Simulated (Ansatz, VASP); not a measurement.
# AlCo in VASP and in Ansatz

```
Co Al
1.0
     2.50860    0.00000    0.00000
    -1.25430    2.17251    0.00000
     0.00000    0.00000    3.58820
Co Al
1 1
Direct
  0.00000 0.00000 0.00000
  0.33333 0.66667 0.50000
```

Change from the starting cell: volume scaled by 0.8, LAPW.

Alike in both runs: task single point; functional PBE; k mesh 15 × 15 × 14; occupations fermi-dirac, width 0.1 eV; no spin polarisation.

|  | VASP | Ansatz |
| --- | --- | --- |
| version | VASP 6.6.1 | Ansatz 0.2.0 |
| potentials or method | VASP PAW PBE potentials, release 64 (Co, Al), cutoff 520 eV | all-electron LAPW, scalar-relativistic |

|  | VASP | Ansatz | Ansatz less VASP |
| --- | --- | --- | --- |
| pressure (GPa) | 57.1 | 57.0 | -0.10 |
| traceless stress, the component that is largest in VASP (GPa) | -0.23 | 0.18 | +0.412 |

Both programs put the cell under a high pressure, so it lies far from rest at this level. Ansatz ran all-electron here, and VASP with PAW potentials.
